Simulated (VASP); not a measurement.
# Se (C2) in VASP: single point with r2SCAN

Aim: the single point of Se with r2SCAN.

Everything below comes from runs of VASP 6.6.1. Logs are shortened: lines on timing, memory, paths and dates and some standing lists are left out, and cuts for length are marked.

## Step 1: The cell of the first run

The structure is monoclinic, space group C2 (No. 5). The conventional cell has a = 7.803 Å, b = 4.505 Å, c = 4.979 Å, α = 90.00°, β = 90.00°, γ = 90.00°. Se (site symmetry 1) has 1 Se at 1.52 Å within 2.0 Å. Se (site symmetry 2) has 4 Se at 2.51 to 3.40 Å within 3.5 Å.

## Step 2: Single point, r2SCAN (shortest bond scaled by 0.64)

File POSCAR:

```
Se
1.0
    4.5048207049      0.0000000000      0.0000000000
   -2.2524103524      3.9012891699      0.0000000000
    0.0000000000      0.0000000000      4.9787963167
Se
3
Direct
    0.1786722436      0.0392207364      0.3933333333
    0.0392207364      0.1786722436      0.6066666667
    0.7821070200      0.7821070200      0.0000000000
```

File INCAR.step1:

```
SYSTEM = Se
PREC = Accurate
ENCUT = 520
ISMEAR = -1
SIGMA = 0.03
LREAL = .False.
LASPH = .True.
NELM = 60
NBANDS = 16
GGA = PE
ALGO = Normal
EDIFF = 1E-4
LWAVE = .True.
LCHARG = .False.
```

File INCAR.step2:

```
SYSTEM = Se
PREC = Accurate
ENCUT = 520
EDIFF = 1E-6
ISMEAR = -1
SIGMA = 0.03
LREAL = .False.
LASPH = .True.
NELM = 60
ALGO = Normal
ISIF = 2
LWAVE = .False.
LCHARG = .True.
METAGGA = R2SCAN
LMIXTAU = .True.
LELF = .True.
LVHAR = .True.
NBANDS = 16
ISTART = 1
```

File KPOINTS:

```
regular mesh
0
Gamma
  6 6 5
  0 0 0
```

Potentials or basis: VASP PAW PBE potentials, release 64 (Se).

On the command line:

```bash
$ cat potpaw_PBE.64/Se/POTCAR > POTCAR
$ cp INCAR.step1 INCAR
$ mpirun -np 1 vasp_std > vasp.out
$ cp INCAR.step2 INCAR
$ mpirun -np 1 vasp_std > vasp.out
```

OUTCAR:

```text
SYSTEM = Se
   PREC = Accurate
   ENCUT = 520
   EDIFF = 1E-6
   ISMEAR = -1
   LREAL = .False.
   LASPH = .True.
   NELM = 60
   ISIF = 2
   METAGGA = R2SCAN
   ISTART = 1

 ion  position               nearest neighbor table
   1  0.179  0.039  0.393-   2 1.52   3 2.51
   2  0.039  0.179  0.607-   1 1.52   3 2.51
   3  0.782  0.782  0.000-   2 2.51   1 2.51

  LATTYP: Found a hexagonal cell.
 ALAT       =     4.5048207049
 C/A-ratio  =     1.1052152001

  Lattice vectors:

 A1 = (   4.5048207049,   0.0000000000,   0.0000000000)
 A2 = (  -2.2524103524,   3.9012891699,   0.0000000000)
 A3 = (   0.0000000000,   0.0000000000,   4.9787963167)

Analysis of symmetry for initial positions (statically):
=====================================================================
 Subroutine PRICEL returns:
 Original cell was already a primitive cell.

 Routine SETGRP: Setting up the symmetry group for a
 hexagonal supercell.

 Subroutine GETGRP returns: Found  2 space group operations
 (whereof  2 operations were pure point group operations)
 out of a pool of 24 trial point group operations.

The static configuration has the point symmetry C_2 .

Analysis of symmetry for dynamics (positions and initial velocities):
=====================================================================
 Subroutine PRICEL returns:
 Original cell was already a primitive cell.

 Routine SETGRP: Setting up the symmetry group for a
 hexagonal supercell.

 Subroutine GETGRP returns: Found  2 space group operations
 (whereof  2 operations were pure point group operations)
 out of a pool of 24 trial point group operations.

The dynamic configuration has the point symmetry C_2 .

 Subroutine INISYM returns: Found  2 space group operations
 (whereof  2 operations are pure point group operations),
 and found     1 'primitive' translations

----------------------------------------------------------------------------------------

                                     Primitive cell

  volume of cell :      87.5004

  direct lattice vectors                    reciprocal lattice vectors
     4.504820705  0.000000000  0.000000000     0.221984417  0.128162763  0.000000000
    -2.252410352  3.901289170  0.000000000     0.000000000  0.256325526  0.000000000
     0.000000000  0.000000000  4.978796317     0.000000000  0.000000000  0.200851759

  length of vectors
     4.504820705  4.504820705  4.978796317     0.256325526  0.256325526  0.200851759

  position of ions in fractional coordinates (direct lattice)
     0.178672244  0.039220736  0.393333333
     0.039220736  0.178672244  0.606666667
     0.782107020  0.782107020  0.000000000

  ion indices of the primitive-cell ions
   primitive index   ion index
                 1           1
                 2           2
                 3           3

----------------------------------------------------------------------------------------

 KPOINTS: regular mesh

Automatic generation of k-mesh.
 Grid dimensions read from file:
 generate k-points for:    6    6    5

 Generating k-lattice:

  Cartesian coordinates                     Fractional coordinates (reciprocal lattice)
     0.036997403  0.021360461  0.000000000     0.166666667  0.000000000  0.000000000
     0.000000000  0.042720921  0.000000000     0.000000000  0.166666667  0.000000000
     0.000000000  0.000000000  0.040170352     0.000000000  0.000000000  0.200000000

  Length of vectors
     0.042720921  0.042720921  0.040170352

  Shift w.r.t. Gamma in fractional coordinates (k-lattice)
     0.000000000  0.000000000  0.000000000

 Subroutine IBZKPT returns following result:
 ===========================================

 Found     55 irreducible k-points:

 Following reciprocal coordinates:
            Coordinates               Weight
  0.000000  0.000000  0.000000      1.000000
  0.166667  0.000000  0.000000      4.000000
 -0.166667  0.166667  0.000000      2.000000
  0.333333  0.000000  0.000000      4.000000
 -0.333333  0.333333  0.000000      2.000000
  0.500000 -0.000000  0.000000      2.000000
[... 16 lines left out ...]
  0.500000 -0.000000  0.200000      4.000000
  0.500000  0.500000  0.200000      2.000000
 [... further k-points ...]
   k-points           NKPTS =     55   k-points in BZ     NKDIM =     55   number of bands    NBANDS=     16
   number of dos      NEDOS =    301   number of ions     NIONS =      3
   total plane-waves  NPLWV =  51840
   dimension x,y,z NGX =    36 NGY =   36 NGZ =   40
   dimension x,y,z NGXF=    72 NGYF=   72 NGZF=   80
   ions per type =               3
   NGX,Y,Z   is equivalent  to a cutoff of  13.29, 13.29, 13.36 a.u.
   NGXF,Y,Z  is equivalent  to a cutoff of  26.57, 26.57, 26.71 a.u.
 SYSTEM =  Se
   PREC   = accura    normal or accurate (medium, high low for compatibility)
   ISTART =      1    job   : 0-new  1-cont  2-samecut
   ICHARG =      0    charge: 1-file 2-atom 10-const
   ISPIN  =      1    spin polarized calculation?
   LNONCOLLINEAR =      F non collinear calculations
   LSORBIT =      F    spin-orbit coupling
   LASPH  =      T    aspherical Exc in radial PAW
   ENCUT  =  520.0 eV  38.22 Ry    6.18 a.u.   8.38  8.38  9.26*2*pi/ulx,y,z
   NELM   =     60;   NELMIN=  2; NELMDL=  0     # of ELM steps
   EDIFF  = 0.1E-05   stopping-criterion for ELM
   LREAL  =      F    real-space projection
   EDIFFG = 0.1E-04   stopping-criterion for IOM
   NSW    =      0    number of steps for IOM
   IBRION =     -1    ionic relax: 0-MD 1-quasi-New 2-CG
   NFREE  =      0    steps in history (QN), initial steepest desc. (CG)
   ISIF   =      2    stress and relaxation
   ISYM   =      2    0-nonsym 1-usesym 2-fastsym
   POTIM  = 0.5000    time-step for ionic-motion
   TEBEG  =    0.0;   TEEND  =   0.0 temperature during run
   PSTRESS=    0.0 pullay stress
   NELECT =      18.0000    total number of electrons
   NUPDOWN=      -1.0000    fix difference up-down
   EMIN   =  10.00;   EMAX   =-10.00  energy-range for DOS
   EFERMI =   0.00;   METHOD = LEGACY
   ISMEAR =    -1;   SIGMA  =   0.03  broadening in eV -4-tet -1-fermi 0-gaus
   EFERMI_NEDOS =   21; number of points for ismear=-14 and -15
   IALGO  =     38    algorithm
   IMIX   =      4    mixing-type and parameters
     AMIX     =   0.40;   BMIX     =  1.00
     AMIX_MAG =   1.60;   BMIX_MAG =  1.00
  volume/ion in A,a.u.               =      29.17       196.83
  Fermi-wavevector in a.u.,A,eV,Ry     =   0.966412  1.826254 12.707191  0.933952
  Thomas-Fermi vector in A             =   2.096211
   LORBIT       =      0    0 simple, 1 ext, 2 COOP (PROOUT), +10 PAW based schemes
   METAGGA = R2SCAN    functional components
   LHFCALC =     F    Hartree Fock is set to
   AEXX    =    0.0000 exact exchange contribution
   IVDW    =     0    specifies the selected vdW correction
   LEPSILON=     F    determine dielectric tensor
   LRPA    =     F    only Hartree local field effects (RPA)
 non-spin polarized calculation
  energy-cutoff  :      520.00
  volume of cell :       87.50
 maximum number of plane-waves:      2389
 NGX is ok and might be reduce to    36
   NGX = 17   NGY = 17   NGZ = 19

 number of electron      18.0000001 magnetization

 Free energy of the ion-electron system (eV)
  ---------------------------------------------------
  ext. energy  EPLUGINS =         0.00000000
  ---------------------------------------------------
  free energy    TOTEN  =       -27.48457270 eV

  energy without entropy =      -27.48457266  energy(sigma->0) =      -27.48457268

 E-fermi :   2.4869     XC(G=0):  -8.6568

 val. band max:        2.0601271969   @ k =   0.3333   0.1667   0.4000
 cond. band min:       2.9068973772   @ k =  -0.3333  -0.1667   0.4000
 fundamental gap:      0.8467701803
 Fermi energy:         2.4868772147

 k-point     1 :       0.0000    0.0000    0.0000
  band No.  band energies     occupation
      1     -19.5071      2.00000
      2     -10.5799      2.00000
      3      -8.6531      2.00000
      4      -5.0286      2.00000
      5      -4.7083      2.00000
      6      -2.6689      2.00000
[... 8 lines left out ...]
     15       9.4825      0.00000
     16      11.0502      0.00000

 k-point     2 :       0.1667    0.0000    0.0000
  band No.  band energies     occupation
      1     -19.4891      2.00000
      2     -10.5771      2.00000
      3      -8.6550      2.00000
      4      -5.1509      2.00000
      5      -4.7548      2.00000
      6      -2.7550      2.00000
[... 8 lines left out ...]
     15       9.9160      0.00000
     16      10.9363      0.00000

 k-point     3 :      -0.1667    0.1667    0.0000
  band No.  band energies     occupation
      1     -19.4871      2.00000
      2     -10.5526      2.00000
      3      -8.7180      2.00000
      4      -5.2904      2.00000
      5      -4.7578      2.00000
      6      -2.5872      2.00000
[... 8 lines left out ...]
     15       9.8407      0.00000
     16      11.0296      0.00000

 k-point     4 :       0.3333    0.0000    0.0000
  band No.  band energies     occupation
      1     -19.4527      2.00000
      2     -10.5752      2.00000
      3      -8.6646      2.00000
      4      -5.3656      2.00000
      5      -4.7708      2.00000
      6      -3.0136      2.00000
[... 8 lines left out ...]
     15      10.0901      0.00000
     16      11.0316      0.00000
[... 324 lines left out ...]
 k-point    22 :       0.3333   -0.3333    0.2000
  band No.  band energies     occupation
      1     -19.4266      2.00000
      2     -10.9169      2.00000
      3      -8.4099      2.00000
      4      -5.5289      2.00000
      5      -4.7447      2.00000
      6      -2.8978      2.00000
[... 8 lines left out ...]
     15      10.2567      0.00000
     16      11.0744      0.00000

 k-point    23 :       0.5000   -0.0000    0.2000
  band No.  band energies     occupation
      1     -19.4161      2.00000
      2     -10.8832      2.00000
      3      -8.3128      2.00000
      4      -5.6181      2.00000
      5      -4.6510      2.00000
      6      -3.3819      2.00000
[... 8 lines left out ...]
     15      10.6161      0.00000
     16      11.1020      0.00000

 k-point    24 :       0.5000    0.5000    0.2000
  band No.  band energies     occupation
      1     -19.4061      2.00000
      2     -10.9096      2.00000
      3      -8.4453      2.00000
      4      -5.6683      2.00000
      5      -4.8295      2.00000
      6      -2.9188      2.00000
[... 8 lines left out ...]
     15      10.5506      0.00000
     16      11.1818      0.00000

 [... further k-points ...]
[... 5 lines left out ...]
  --------------------------------------------------------------------------------------
  -------------------------------------------------------------------------------------
  Total       44.1240317     16.0296955     57.4070192    -24.3304089     28.5417850    -49.4358214
  in kB      807.9337654    293.5119871   1051.1521127   -445.5023283    522.6147950   -905.1953725
  external PRESSURE =     717.5326217 kB  Pullay stress =       0.0000000 kB

 VOLUME and BASIS-vectors are now :
 -----------------------------------------------------------------------------
  energy-cutoff  :      520.00
  volume of cell :       87.50
      direct lattice vectors                 reciprocal lattice vectors
     4.504820705  0.000000000  0.000000000     0.221984417  0.128162763  0.000000000
    -2.252410352  3.901289170  0.000000000     0.000000000  0.256325526  0.000000000
     0.000000000  0.000000000  4.978796317     0.000000000  0.000000000  0.200851759

 POSITION                                       TOTAL-FORCE (eV/Angst)
 -----------------------------------------------------------------------------------
      0.71655      0.15301      1.95833        46.628565    -26.194173    -52.115381
     -0.22576      0.69705      3.02047       -45.999101     27.284435     52.115381
      1.76163      3.05123      0.00000        -0.629463     -1.090263      0.000000
 -----------------------------------------------------------------------------------
    total drift:                                0.000118      0.000205      0.000000

  FREE ENERGIE OF THE ION-ELECTRON SYSTEM (eV)
  ---------------------------------------------------
  free  energy   TOTEN  =       -27.4845727016 eV

  energy  without entropy=      -27.4845726560  energy(sigma->0) =      -27.48457268
```

It took 3.5 min on 1 thread of Oxide Virtual Turin-like, shared host; peak memory 0.22 GiB.

Results:

```yaml
Free_energy: -27.4846 eV
Pressure: 71.8 GPa
Largest_force: 74.675 eV/Å
Band_gap_on_the_k_mesh: 0.85 eV (least direct gap 0.90 eV)
```

Forces in eV/Å, atoms in the order of the input:
```
Se   46.629 -26.194 -52.115
Se  -45.999  27.284  52.115
Se   -0.629  -1.090   0.000
```

Caveat: the cell differs from its parent crystal (shortest bond scaled by 0.64); atoms lie so close that the PAW spheres overlap strongly, which falsifies energies and pressures; the stress differs along the axes, from 29 to 105 GPa; the PAW data sets were made with another functional, which shifts forces and pressure a little.
